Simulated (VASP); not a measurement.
Write the native input for VASP 6.6.1 that does the following.

```yaml
Task: single point
Functional: PBE
Potentials_or_basis: VASP PAW PBE potentials, release 64 (Al, Ni)
Cutoff: 520 eV
k_mesh: 16 × 16 × 16
Occupations: gaussian, width 0.15 eV
Spin: no spin polarisation
Dipole_correction: no
Further_INCAR_settings: ALGO = Fast; EDIFF = 1e-06; NBANDS = 14
```

The structure of AlNi lies in POSCAR:

```
AlNi
1.0
    1.8179426107     -1.8179125270      0.0000000000
    1.9676650694      1.9676374634      0.0000000000
    0.0000000000      0.0000000000      2.9004437058
Al Ni
1 1
Direct
    0.0000000000      0.0000000000      0.0000000000
    0.5000000000      0.5000000000      0.5000000000
```

This cell differs from its parent crystal: normal strain along x -0.1100, normal strain along y -0.0367.

The input as run:

INCAR

```
SYSTEM = AlNi
  PREC = Accurate
  ENCUT = 520
  EDIFF = 1E-6
  ISMEAR = 0
  SIGMA = 0.15
  LREAL = .FALSE.
  LASPH = .TRUE.
  NELM = 100
  ALGO = Fast
  ISIF = 2
  LWAVE = .FALSE.
  LCHARG = .FALSE.
  GGA = PE
  NBANDS = 14
```

KPOINTS

```
Automatic mesh
0
G
  16 16 16
  0 0 0
```

Potentials or basis: VASP PAW PBE potentials, release 64 (Al, Ni).

The run is started by

```console
$ cat potpaw_PBE.64/Al/POTCAR potpaw_PBE.64/Ni/POTCAR > POTCAR
$ mpirun -np 1 vasp_std > vasp.out
```

It gave:

- Pressure: 35.2 GPa
- Band gap on the k mesh: zero (an odd number of electrons rules out a gap without spin polarisation)

Caveat: the cell differs from its parent crystal (normal strain along x -0.1100, normal strain along y -0.0367); the stress differs along the axes, from 29 to 38 GPa.

It took 3.3 min on 1 thread of Intel(R) Xeon(R) Platinum 8488C (Sapphire Rapids) (shared host), peak memory 0.43 GiB.
